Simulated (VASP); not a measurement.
# ZnO (P6_3/mmc) in VASP: single point with PBEsol

Aim: the single point of ZnO with PBEsol.

Program: VASP 6.6.1. These are calculated values, not measurements. Logs are shortened: lines on timing, memory, paths and dates and some standing lists are left out, and cuts for length are marked.

### Step 1. The cell of the first run

It takes space group P6_3/mmc (No. 194, hexagonal). The conventional cell has a = 3.288 Å, b = 3.288 Å, c = 7.130 Å, α = 90.00°, β = 90.00°, γ = 120.00°. Zn (site symmetry -6m2) has 3 O at 1.90 Å within 2.5 Å. Within 2.5 Å of O (site symmetry -6m2) lie 3 Zn at 1.90 Å.

### Step 2. Single point, PBEsol

The input, INCAR:

```
SYSTEM = ZnO
  PREC = Accurate
  ENCUT = 600
  EDIFF = 1E-6
  ISMEAR = 0
  SIGMA = 0.01
  LREAL = .FALSE.
  LASPH = .TRUE.
  NELM = 120
  ALGO = Normal
  ISIF = 2
  LWAVE = .FALSE.
  LCHARG = .FALSE.
  GGA = PS
  NBANDS = 26
  GGA_COMPAT = .FALSE.
```

The input, KPOINTS:

```
regular mesh
0
G
  6 6 3
  0 0 0
```

The input, POSCAR:

```
ZnO
1.0
    3.2879670000      0.0000000000      0.0000000000
   -1.6439840000      2.8474630000      0.0000000000
    0.0000000000      0.0000000000      7.1304410000
Zn O
2 2
Direct
    0.0000000000      0.0000000000      0.7500000000
    0.0000000000      0.0000000000      0.2500000000
    0.3333333333      0.6666666667      0.2500000000
    0.6666666667      0.3333333333      0.7500000000
```

Potentials or basis: VASP PAW PBE potentials, release 64 (Zn, O).

Launch:

```bash
$ cat potpaw_PBE.64/Zn/POTCAR potpaw_PBE.64/O/POTCAR > POTCAR
$ mpirun -np 1 vasp_std > vasp.out
```

OUTCAR:

```text
SYSTEM = ZnO
   PREC = Accurate
   ENCUT = 600
   EDIFF = 1E-6
   ISMEAR = 0
   LREAL = .FALSE.
   LASPH = .TRUE.
   NELM = 120
   ISIF = 2
   GGA = PS

 ion  position               nearest neighbor table
   1  0.000  0.000  0.750-   4 1.90   4 1.90   4 1.90
   2  0.000  0.000  0.250-   3 1.90   3 1.90   3 1.90
   3  0.333  0.667  0.250-   2 1.90   2 1.90   2 1.90
   4  0.667  0.333  0.750-   1 1.90   1 1.90   1 1.90

  LATTYP: Found a hexagonal cell.
 ALAT       =     3.2879670000
 C/A-ratio  =     2.1686473739

  Lattice vectors:

 A1 = (   3.2879670000,   0.0000000000,   0.0000000000)
 A2 = (  -1.6439840000,   2.8474630000,   0.0000000000)
 A3 = (   0.0000000000,   0.0000000000,   7.1304410000)

Analysis of symmetry for initial positions (statically):
=====================================================================
 Subroutine PRICEL returns:
 Original cell was already a primitive cell.

 Routine SETGRP: Setting up the symmetry group for a
 hexagonal supercell.

 Subroutine GETGRP returns: Found 24 space group operations
 (whereof 12 operations were pure point group operations)
 out of a pool of 24 trial point group operations.

The static configuration has the point symmetry D_3d.
 The point group associated with its full space group is D_6h.

Analysis of symmetry for dynamics (positions and initial velocities):
=====================================================================
 Subroutine PRICEL returns:
 Original cell was already a primitive cell.

 Routine SETGRP: Setting up the symmetry group for a
 hexagonal supercell.

 Subroutine GETGRP returns: Found 24 space group operations
 (whereof 12 operations were pure point group operations)
 out of a pool of 24 trial point group operations.

The dynamic configuration has the point symmetry D_3d.
 The point group associated with its full space group is D_6h.

 Subroutine INISYM returns: Found 24 space group operations
 (whereof 12 operations are pure point group operations),
 and found     1 'primitive' translations

----------------------------------------------------------------------------------------

                                     Primitive cell

  volume of cell :      66.7578

  direct lattice vectors                    reciprocal lattice vectors
     3.287967000  0.000000000  0.000000000     0.304139306  0.175594960  0.000000000
    -1.643984000  2.847463000  0.000000000     0.000000000  0.351189814  0.000000000
     0.000000000  0.000000000  7.130441000     0.000000000  0.000000000  0.140243780

  length of vectors
     3.287967000  3.287967294  7.130441000     0.351189845  0.351189814  0.140243780

  position of ions in fractional coordinates (direct lattice)
     0.000000000  0.000000000  0.750000000
     0.000000000  0.000000000  0.250000000
     0.333333333  0.666666667  0.250000000
     0.666666667  0.333333333  0.750000000

  ion indices of the primitive-cell ions
   primitive index   ion index
                 1           1
                 2           2
                 3           3
                 4           4

----------------------------------------------------------------------------------------

 KPOINTS: regular mesh

Automatic generation of k-mesh.
 Grid dimensions read from file:
 generate k-points for:    6    6    3

 Generating k-lattice:

  Cartesian coordinates                     Fractional coordinates (reciprocal lattice)
     0.050689884  0.029265827  0.000000000     0.166666667  0.000000000  0.000000000
     0.000000000  0.058531636  0.000000000     0.000000000  0.166666667  0.000000000
     0.000000000  0.000000000  0.046747927     0.000000000  0.000000000  0.333333333

  Length of vectors
     0.058531641  0.058531636  0.046747927

  Shift w.r.t. Gamma in fractional coordinates (k-lattice)
     0.000000000  0.000000000  0.000000000

 Subroutine IBZKPT returns following result:
 ===========================================

 Found     14 irreducible k-points:

 Following reciprocal coordinates:
            Coordinates               Weight
  0.000000  0.000000  0.000000      1.000000
  0.166667  0.000000  0.000000      6.000000
  0.333333  0.000000  0.000000      6.000000
  0.500000  0.000000  0.000000      3.000000
  0.166667  0.166667  0.000000      6.000000
  0.333333  0.166667  0.000000     12.000000
  0.333333  0.333333  0.000000      2.000000
  0.000000  0.000000  0.333333      2.000000
  0.166667  0.000000  0.333333     12.000000
  0.333333  0.000000  0.333333     12.000000
  0.500000  0.000000  0.333333      6.000000
  0.166667  0.166667  0.333333     12.000000
  0.333333  0.166667  0.333333     24.000000
  0.333333  0.333333  0.333333      4.000000
   k-points           NKPTS =     14   k-points in BZ     NKDIM =     14   number of bands    NBANDS=     26
   number of dos      NEDOS =    301   number of ions     NIONS =      4
   total plane-waves  NPLWV =  47040
   dimension x,y,z NGX =    28 NGY =   28 NGZ =   60
   dimension x,y,z NGXF=    56 NGYF=   56 NGZF=  120
   ions per type =               2   2
   NGX,Y,Z   is equivalent  to a cutoff of  14.16, 14.16, 13.99 a.u.
   NGXF,Y,Z  is equivalent  to a cutoff of  28.31, 28.31, 27.98 a.u.
 SYSTEM =  ZnO
   PREC   = accura    normal or accurate (medium, high low for compatibility)
   ISTART =      0    job   : 0-new  1-cont  2-samecut
   ICHARG =      2    charge: 1-file 2-atom 10-const
   ISPIN  =      1    spin polarized calculation?
   LNONCOLLINEAR =      F non collinear calculations
   LSORBIT =      F    spin-orbit coupling
   LASPH  =      T    aspherical Exc in radial PAW
   ENCUT  =  600.0 eV  44.10 Ry    6.64 a.u.   6.57  6.57 14.24*2*pi/ulx,y,z
   NELM   =    120;   NELMIN=  2; NELMDL= -5     # of ELM steps
   EDIFF  = 0.1E-05   stopping-criterion for ELM
   LREAL  =      F    real-space projection
   EDIFFG = 0.1E-04   stopping-criterion for IOM
   NSW    =      0    number of steps for IOM
   IBRION =     -1    ionic relax: 0-MD 1-quasi-New 2-CG
   NFREE  =      0    steps in history (QN), initial steepest desc. (CG)
   ISIF   =      2    stress and relaxation
   ISYM   =      2    0-nonsym 1-usesym 2-fastsym
   POTIM  = 0.5000    time-step for ionic-motion
   TEBEG  =    0.0;   TEEND  =   0.0 temperature during run
   PSTRESS=    0.0 pullay stress
   NELECT =      36.0000    total number of electrons
   NUPDOWN=      -1.0000    fix difference up-down
   EMIN   =  10.00;   EMAX   =-10.00  energy-range for DOS
   EFERMI =   0.00;   METHOD = LEGACY
   ISMEAR =     0;   SIGMA  =   0.01  broadening in eV -4-tet -1-fermi 0-gaus
   EFERMI_NEDOS =   21; number of points for ismear=-14 and -15
   IALGO  =     38    algorithm
   IMIX   =      4    mixing-type and parameters
     AMIX     =   0.40;   BMIX     =  1.00
     AMIX_MAG =   1.60;   BMIX_MAG =  1.00
  volume/ion in A,a.u.               =      16.69       112.63
  Fermi-wavevector in a.u.,A,eV,Ry     =   1.332524  2.518105 24.158778  1.775620
  Thomas-Fermi vector in A             =   2.461452
   LORBIT       =      0    0 simple, 1 ext, 2 COOP (PROOUT), +10 PAW based schemes
   GGA     = PS    functional components
   LHFCALC =     F    Hartree Fock is set to
   AEXX    =    0.0000 exact exchange contribution
   IVDW    =     0    specifies the selected vdW correction
   LEPSILON=     F    determine dielectric tensor
   LRPA    =     F    only Hartree local field effects (RPA)
 non-spin polarized calculation
 Gauss-broadening in eV      SIGMA  =   0.01
  energy-cutoff  :      600.00
  volume of cell :       66.76
 maximum number of plane-waves:      2285
 NGX is ok and might be reduce to    28
   NGX = 13   NGY = 13   NGZ = 29

 number of electron      35.9999984 magnetization

 Free energy of the ion-electron system (eV)
  ---------------------------------------------------
  ext. energy  EPLUGINS =         0.00000000
  ---------------------------------------------------
  free energy    TOTEN  =       -18.26886065 eV

  energy without entropy =      -18.26886065  energy(sigma->0) =      -18.26886065

 E-fermi :  -0.8113     XC(G=0):  -9.1718

 val. band max:       -0.9074117765   @ k =   0.0000   0.0000   0.0000
 cond. band min:      -0.1577838301   @ k =   0.0000   0.0000   0.0000
 fundamental gap:      0.7496279464
 Fermi energy:        -0.8112856085

 k-point     1 :       0.0000    0.0000    0.0000
  band No.  band energies     occupation
      1     -18.3047      2.00000
      2     -18.2221      2.00000
      3      -7.0358      2.00000
      4      -7.0357      2.00000
      5      -7.0210      2.00000
      6      -7.0210      2.00000
[... 18 lines left out ...]
     25      11.8042      0.00000
     26      12.5937      0.00000

 k-point     2 :       0.1667    0.0000    0.0000
  band No.  band energies     occupation
      1     -18.1811      2.00000
      2     -18.1088      2.00000
      3      -7.0758      2.00000
      4      -7.0673      2.00000
      5      -6.8560      2.00000
      6      -6.8409      2.00000
[... 18 lines left out ...]
     25      11.0057      0.00000
     26      12.2782      0.00000

 k-point     3 :       0.3333    0.0000    0.0000
  band No.  band energies     occupation
      1     -17.9220      2.00000
      2     -17.8775      2.00000
      3      -7.0056      2.00000
      4      -7.0050      2.00000
      5      -6.4156      2.00000
      6      -6.4025      2.00000
[... 18 lines left out ...]
     25      11.1003      0.00000
     26      12.1328      0.00000

 k-point     4 :       0.5000    0.0000    0.0000
  band No.  band energies     occupation
      1     -17.7821      2.00000
      2     -17.7633      2.00000
      3      -6.8317      2.00000
      4      -6.8219      2.00000
      5      -6.2540      2.00000
      6      -6.1248      2.00000
[... 18 lines left out ...]
     25      10.6976      0.00000
     26      13.1630      0.00000
[... 206 lines left out ...]
      1     -17.9761      2.00000
      2     -17.9495      2.00000
      3      -7.0447      2.00000
      4      -7.0427      2.00000
      5      -6.5240      2.00000
      6      -6.5183      2.00000
[... 18 lines left out ...]
     25      11.4363      0.00000
     26      12.2762      0.00000

 k-point    13 :       0.3333    0.1667    0.3333
  band No.  band energies     occupation
      1     -17.7810      2.00000
      2     -17.7693      2.00000
      3      -6.8067      2.00000
      4      -6.8042      2.00000
      5      -6.1764      2.00000
      6      -6.1131      2.00000
[... 18 lines left out ...]
     25       9.8507      0.00000
     26      10.5734      0.00000

 k-point    14 :       0.3333    0.3333    0.3333
  band No.  band energies     occupation
      1     -17.7138      2.00000
      2     -17.7138      2.00000
      3      -6.6088      2.00000
      4      -6.6014      2.00000
      5      -6.1471      2.00000
      6      -6.1471      2.00000
[... 18 lines left out ...]
     25       8.5508      0.00000
     26       9.0507      0.00000

------------------------ aborting loop because EDIFF is reached ----------------------------------------

  FORCE on cell =-STRESS in cart. coord.  units (eV):
  Direction    XX          YY          ZZ          XY          YZ          ZX
  --------------------------------------------------------------------------------------
  -------------------------------------------------------------------------------------
  Total       -2.2643064     -2.2643065     -0.4025049      0.0000004     -0.0000000      0.0000000
  in kB      -54.3430294    -54.3430314     -9.6600596      0.0000095     -0.0000000      0.0000000
  external PRESSURE =     -39.4487068 kB  Pullay stress =       0.0000000 kB

 VOLUME and BASIS-vectors are now :
 -----------------------------------------------------------------------------
  energy-cutoff  :      600.00
  volume of cell :       66.76
      direct lattice vectors                 reciprocal lattice vectors
     3.287967000  0.000000000  0.000000000     0.304139306  0.175594960  0.000000000
    -1.643984000  2.847463000  0.000000000     0.000000000  0.351189814  0.000000000
     0.000000000  0.000000000  7.130441000     0.000000000  0.000000000  0.140243780

 POSITION                                       TOTAL-FORCE (eV/Angst)
 -----------------------------------------------------------------------------------
      0.00000      0.00000      5.34783        -0.000000     -0.000000     -0.000000
      0.00000      0.00000      1.78261         0.000000      0.000000     -0.000000
     -0.00000      1.89831      1.78261         0.000000      0.000000      0.000000
      1.64398      0.94915      5.34783        -0.000000      0.000000      0.000000
 -----------------------------------------------------------------------------------
    total drift:                                0.000000     -0.000000      0.000000

  FREE ENERGIE OF THE ION-ELECTRON SYSTEM (eV)
  ---------------------------------------------------
  free  energy   TOTEN  =       -18.2688606548 eV

  energy  without entropy=      -18.2688606548  energy(sigma->0) =      -18.26886065
```

It took 31 s on 1 thread of Intel Xeon Platinum 8375C at 2.90GHz (Ice Lake), shared host; peak memory 0.2 GiB.

Results:

```yaml
Free_energy: -18.2689 eV
Pressure: -3.9 GPa
Band_gap_on_the_k_mesh: 0.75 eV, direct
```

Caveat: the PAW data sets were made with another functional, which shifts forces and pressure a little.
